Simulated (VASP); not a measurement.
A run of VASP 6.6.1 is set up as follows.

The input INCAR:

```
ALGO     = Normal         # electronic algorithm
EDIFF    = 1E-6           # SCF threshold, eV
ENCUT    = 600            # plane-wave cutoff, eV
GGA      = CA             # functional
GGA_COMPAT= F            
ISIF     = 2              # what is computed and relaxed
ISMEAR   = -1             # smearing method
LASPH    = T              # aspherical terms in the spheres
LCHARG   = T              # write CHGCAR
LELF     = T              # ELF
LREAL    = F              # projectors in reciprocal space
LVHAR    = T            
LWAVE    = F              # write WAVECAR
NBANDS   = 28             # bands
NELM     = 120            # most SCF steps
PREC     = Accurate       # precision mode
SIGMA    = 0.1            # smearing width, eV
```

File KPOINTS:

```
k-points
0
Gamma
  3 3 3
```

The input POSCAR:

```
NaWO3
1.0
    3.8600000000      0.0000000000      0.0000000000
    0.0000000000      3.8600000000      0.0000000000
    0.0000000000      0.0000000000      3.8600000000
Na W O
1 1 3
Direct
    0.0000000000      0.0000000000      0.0000000000
    0.5000000000      0.5000000000      0.5000000000
    0.5000000000      0.5000000000      0.0000000000
    0.0000000000      0.5000000000      0.5000000000
    0.5000000000      0.0000000000      0.5000000000
```

Potentials or basis: VASP PAW LDA potentials, release 64 (Na_pv, W_sv, O).

The run is started by

```console
$ cat potpaw_LDA.64/Na_pv/POTCAR potpaw_LDA.64/W_sv/POTCAR potpaw_LDA.64/O/POTCAR > POTCAR
$ mpirun -np 1 vasp_std > vasp.out
```

(1) Estimate the band gap on the k mesh.

(2) Predict the pressure.

## Answers

(1) zero (an odd number of electrons rules out a gap without spin polarisation).

(2) -0.2 GPa.

Caveat: the k points lie up to 0.54 Å⁻¹ apart, too coarse for converged energies and pressures of a metal; spin-orbit coupling is left out, which moves the levels of the heavy elements; an odd number of electrons without spin polarisation forces a metal; a magnetic or distorted state may lie lower.
